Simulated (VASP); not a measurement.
# Si16N (a cell with a defect) in VASP: single point with PBEsol

Aim: the single point of Si16N (a cell with a defect) with PBEsol.

Program: VASP 6.6.1. These are calculated values, not measurements. Logs are shortened: lines on timing, memory, paths and dates and some standing lists are left out, and cuts for length are marked.

## Step 1: The cell of the first run

The cell holds a defect, 17 atoms: a = 7.679 Å, b = 7.679 Å, c = 7.679 Å, α = 60.00°, β = 60.00°, γ = 60.00°.

## Step 2: Single point, PBEsol, collinear spin, zero start

Contents of INCAR:

```
SYSTEM = Si16N
PREC = Accurate
ENCUT = 520
EDIFF = 1E-6
ISMEAR = 0
SIGMA = 0.02
LREAL = Auto
LASPH = .True.
NELM = 150
ALGO = Normal
ISIF = 2
LWAVE = .False.
LCHARG = .False.
ISPIN = 2
MAGMOM = 0 0 0 0 0 0 0 0 0 0 0 0 0 0 0 0 0
LORBIT = 11
GGA = PS
NBANDS = 52
```

Contents of KPOINTS:

```
regular mesh
0
Gamma
  2 2 2
  0 0 0
```

Contents of POSCAR:

```
Si16N
1.0
    0.0000000000      5.4300000000      5.4300000000
    5.4300000000      0.0000000000      5.4300000000
    5.4300000000      5.4300000000      0.0000000000
Si N
16 1
Direct
    0.0161901473      0.0165516575     -0.0489137201
    0.1049504604      0.1053379374      0.1281110497
   -0.0061294659     -0.0059545120      0.4988576427
    0.1410855433      0.1413643646      0.5765109576
    0.0552602210      0.4727298343     -0.0002904236
    0.1049618785      0.6620018416      0.1281025783
   -0.0061806630      0.5136033149      0.4988187845
    0.1325554328      0.6211883978      0.6252966851
    0.4725000921      0.0555551565     -0.0005179558
    0.6616174033      0.1053693370      0.1281070902
    0.5132667587     -0.0059465009      0.4988623389
    0.6210195212      0.1330524862      0.6249644567
    0.4723580110      0.4727777164     -0.0003136280
    0.6345466851      0.6342849908      0.0967509208
    0.5076181400      0.5082072744      0.4765971455
    0.6210204420      0.6211941068      0.6252688766
    0.3260151013      0.3263436464      1.0217034991
```

Potentials or basis: VASP PAW PBE potentials, release 64 (Si, N).

Started as:

```sh
$ cat potpaw_PBE.64/Si/POTCAR potpaw_PBE.64/N/POTCAR > POTCAR
$ mpirun -np 1 vasp_std > vasp.out
```

OUTCAR:

```text
SYSTEM = Si16N
   PREC = Accurate
   ENCUT = 520
   EDIFF = 1E-6
   ISMEAR = 0
   LREAL = Auto
   LASPH = .True.
   NELM = 150
   ISIF = 2
   ISPIN = 2
   LORBIT = 11
   GGA = PS

 ion  position               nearest neighbor table
   1  0.016  0.017  0.951-   6 2.26   2 2.26  10 2.26   4 2.35
   2  0.105  0.105  0.128-   1 2.26   3 2.33   5 2.37   9 2.37
   3  0.994  0.994  0.499-   2 2.33   8 2.34  12 2.34   4 2.35
   4  0.141  0.141  0.577-   1 2.35  11 2.35   3 2.35   7 2.35
   5  0.055  0.473  1.000-  17 1.85   6 2.37   2 2.37   8 2.37  14 2.65
   6  0.105  0.662  0.128-   1 2.26   7 2.33   5 2.37  13 2.37
   7  0.994  0.514  0.499-   6 2.33   8 2.34  16 2.34   4 2.35
   8  0.133  0.621  0.625-   7 2.34   3 2.34  15 2.36   5 2.37
   9  0.473  0.056  0.999-  17 1.86  10 2.37   2 2.37  12 2.37  14 2.66
  10  0.662  0.105  0.128-   1 2.26  11 2.33  13 2.37   9 2.37
  11  0.513  0.994  0.499-  10 2.33  16 2.34  12 2.34   4 2.35
  12  0.621  0.133  0.625-   3 2.34  11 2.34  15 2.36   9 2.37
  13  0.472  0.473  1.000-  17 1.85   6 2.37  10 2.37  16 2.37  14 2.65
  14  0.635  0.634  0.097-  15 2.38   5 2.65  13 2.65   9 2.66
  15  0.508  0.508  0.477-  16 2.36   8 2.36  12 2.36  14 2.38
  16  0.621  0.621  0.625-   7 2.34  11 2.34  15 2.36  13 2.37
  17  0.326  0.326  0.022-   5 1.85  13 1.85   9 1.86

  LATTYP: Found a face centered cubic cell.
 ALAT       =    10.8600000000

  Lattice vectors:

 A1 = (   0.0000000000,   5.4300000000,   5.4300000000)
 A2 = (   5.4300000000,   0.0000000000,   5.4300000000)
 A3 = (   5.4300000000,   5.4300000000,   0.0000000000)

Analysis of symmetry for initial positions (statically):
=====================================================================
 Subroutine PRICEL returns:
 Original cell was already a primitive cell.

 Routine SETGRP: Setting up the symmetry group for a
 face centered cubic supercell.

 Subroutine GETGRP returns: Found  1 space group operations
 (whereof  1 operations were pure point group operations)
 out of a pool of 48 trial point group operations.

The static configuration has the point symmetry C_1 .

Analysis of symmetry for dynamics (positions and initial velocities):
=====================================================================
 Subroutine PRICEL returns:
 Original cell was already a primitive cell.

 Routine SETGRP: Setting up the symmetry group for a
 face centered cubic supercell.

 Subroutine GETGRP returns: Found  1 space group operations
 (whereof  1 operations were pure point group operations)
 out of a pool of 48 trial point group operations.

The dynamic configuration has the point symmetry C_1 .

Analysis of structural, dynamic, and magnetic symmetry:
=====================================================================
 Subroutine PRICEL returns:
 Original cell was already a primitive cell.

[... 171 lines left out ...]
 E-fermi :   5.7565     XC(G=0):  -9.7091

 val. band max:        5.7147302086   @ k =   0.5000   0.0000   0.0000
 cond. band min:       5.7621863346   @ k =   0.0000   0.5000   0.0000
 fundamental gap:      0.0474561260
 Fermi energy:         5.7564597451

 spin component 1

 k-point     1 :       0.0000    0.0000    0.0000
  band No.  band energies     occupation
      1     -10.0689      1.00000
      2      -5.6544      1.00000
      3      -4.1761      1.00000
      4      -4.1750      1.00000
      5      -3.8565      1.00000
      6      -3.1018      1.00000
[... 381 lines left out ...]
     45       9.9493      0.00000
     46      10.1946      0.00000
 Fermi energy:         5.7564597451

 spin component 2

 k-point     1 :       0.0000    0.0000    0.0000
  band No.  band energies     occupation
      1     -10.0388      1.00000
      2      -5.6412      1.00000
      3      -4.1592      1.00000
      4      -4.1582      1.00000
      5      -3.8442      1.00000
      6      -3.0876      1.00000
[... 381 lines left out ...]
     45       9.9591      0.00000
     46      10.2068      0.00000
 [bands above 46 left out]

------------------------ aborting loop because EDIFF is reached ----------------------------------------

  FORCE on cell =-STRESS in cart. coord.  units (eV):
  Direction    XX          YY          ZZ          XY          YZ          ZX
  --------------------------------------------------------------------------------------
  -------------------------------------------------------------------------------------
  Total        3.0116997      3.0109894      3.0091749     -0.3197998      0.3325422      0.3190651
  in kB       15.0692889     15.0657348     15.0566558     -1.6001446      1.6639023      1.5964685
  external PRESSURE =      15.0638932 kB  Pullay stress =       0.0000000 kB

 VOLUME and BASIS-vectors are now :
 -----------------------------------------------------------------------------
  energy-cutoff  :      520.00
  volume of cell :      320.21
      direct lattice vectors                 reciprocal lattice vectors
     0.000000000  5.430000000  5.430000000    -0.092081031  0.092081031  0.092081031
     5.430000000  0.000000000  5.430000000     0.092081031 -0.092081031  0.092081031
     5.430000000  5.430000000  0.000000000     0.092081031  0.092081031 -0.092081031

 POSITION                                       TOTAL-FORCE (eV/Angst)
 -----------------------------------------------------------------------------------
      5.25427      5.25231      0.17779        -0.024612     -0.028058      0.028031
      1.26763      1.26552      1.14187        -0.002275      0.007142     -0.022563
      8.10646      8.10551     10.79438         0.017968      0.014178      0.005020
      3.89806      3.89655      1.53370        -0.014196     -0.015883      0.015511
      7.99535      5.72849      2.86699         0.007198     -0.033363     -0.010869
      4.29027      1.26554      4.16461         0.028125      0.003256     -0.001916
[... 9 lines left out ...]
      6.76829      6.76735      6.74522         0.000644     -0.005617      0.011271
      1.88990      1.88811      3.54231         0.007274      0.020463     -0.019724
 -----------------------------------------------------------------------------------
    total drift:                               -0.016135     -0.009413      0.008946

  FREE ENERGIE OF THE ION-ELECTRON SYSTEM (eV)
  ---------------------------------------------------
  free  energy   TOTEN  =       -96.9681926091 eV

  energy  without entropy=      -96.9662344846  energy(sigma->0) =      -96.96721355

 total charge

# of ion       s       p       d       tot
------------------------------------------
    1        0.753   1.009   0.000   1.762
    2        0.778   0.918   0.000   1.696
    3        0.742   0.952   0.000   1.694
    4        0.745   0.942   0.000   1.687
    5        0.737   0.910   0.000   1.647
    6        0.778   0.918   0.000   1.696
[... 9 lines left out ...]
   16        0.751   0.940   0.000   1.691
   17        1.285   2.444   0.000   3.730
--------------------------------------------------
tot         13.400  17.226   0.000  30.625

 magnetization (x)

# of ion       s       p       d       tot
------------------------------------------
    1        0.001   0.002   0.000   0.003
    2        0.000   0.004   0.000   0.005
    3        0.000   0.004   0.000   0.004
    4       -0.000  -0.000   0.000  -0.001
    5        0.000   0.006   0.000   0.006
    6        0.000   0.004   0.000   0.005
[... 9 lines left out ...]
   16        0.001   0.010   0.000   0.011
   17        0.002   0.020   0.000   0.021
--------------------------------------------------
tot          0.008   0.108   0.000   0.116
```

Run time: 24 min. Hardware: 1 thread of Intel Xeon 8259CL, shared host; peak memory 0.71 GiB.

What came out:

- Free energy: -96.9682 eV
- Pressure: 1.5 GPa
- Largest force: 0.047 eV/Å
- Net moment: 0.25 μB per cell
- Site moments: Si +0.00, +0.01, -0.00 (each value once); N +0.02 μB
- Valence electrons inside the program's atomic spheres: Si 1.76, 1.70, 1.69, 1.65, 1.58 (each value once); N 3.73

Forces on the atoms (eV/Å):
```
Si  -0.025 -0.028  0.028
Si  -0.002  0.007 -0.023
Si   0.018  0.014  0.005
Si  -0.014 -0.016  0.016
Si   0.007 -0.033 -0.011
Si   0.028  0.003 -0.002
Si  -0.010  0.018 -0.018
Si   0.000 -0.011  0.006
Si  -0.024  0.010 -0.010
Si  -0.002  0.023 -0.007
Si   0.017 -0.005 -0.014
Si  -0.006  0.001 -0.001
Si   0.007  0.011  0.032
Si   0.016  0.002 -0.003
Si  -0.020 -0.009  0.010
Si   0.001 -0.006  0.011
N    0.007  0.020 -0.020
```

Stress tensor (GPa, compression positive):
```
 1.51 -0.16  0.16
-0.16  1.51  0.17
 0.16  0.17  1.51
```

Caveat: the k points lie up to 0.50 Å⁻¹ apart; the PAW data sets were made with another functional, which shifts forces and pressure a little.
